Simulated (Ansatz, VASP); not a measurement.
**Hg in VASP and in Ansatz**

INCAR

```
SYSTEM = Hg
PREC = Accurate
ENCUT = 520
EDIFF = 1E-6
ISMEAR = -1
SIGMA = 0.05
LREAL = .False.
LASPH = .True.
NELM = 80
ALGO = Normal
ISIF = 2
LWAVE = .False.
LCHARG = .False.
GGA = PE
NBANDS = 19
```

The input KPOINTS:

```
regular mesh
0
Gamma
  11 11 11
  0 0 0
```

POSCAR

```
Hg
1.0
    0.0000000000      3.5007375682      3.5007375682
    3.5007375682      0.0000000000      3.5007375682
    3.5007375682      3.5007375682      0.0000000000
Hg
2
Direct
   -0.1250000000     -0.1250000000     -0.1250000000
    0.1250000000      0.1250000000      0.1250000000
```

Input for Ansatz:

```yaml
crystal:
  lattice:
    - [0.0, 3.5007375682, 3.5007375682]
    - [3.5007375682, 0.0, 3.5007375682]
    - [3.5007375682, 3.5007375682, 0.0]
  atoms:
    - { symbol: Hg, position: [-0.125, -0.125, -0.125] }
    - { symbol: Hg, position: [0.125, 0.125, 0.125] }
kpoints:
  mp_grid: { grid: [11, 11, 11] }
scf:
  occupations: { method: fermi_dirac, width: 0.05 }
hamiltonian:
  xc: pbe
  pseudopotentials: { kind: all_electron, datasets: crystal }
output:
  forces: true
  stress: true
  eigenvalues: true
```

Change from the starting cell: volume scaled by 0.76, crystal datasets.

Alike in both runs: task single point; functional PBE; k mesh 11 × 11 × 11; occupations fermi-dirac, width 0.05 eV; no spin polarisation.

|  | VASP | Ansatz |
| --- | --- | --- |
| version | VASP 6.6.1 | Ansatz 0.2.0 |
| potentials or method | VASP PAW PBE potentials, release 64 (Hg), cutoff 520 eV | all-electron PAW with datasets made for the crystal, scalar-relativistic |

```csv
,VASP,Ansatz,Ansatz less VASP
pressure (GPa),0.6,0.5,-0.08
```

Ansatz ran all-electron here, and VASP with PAW potentials.

Neither program's run includes spin-orbit coupling.
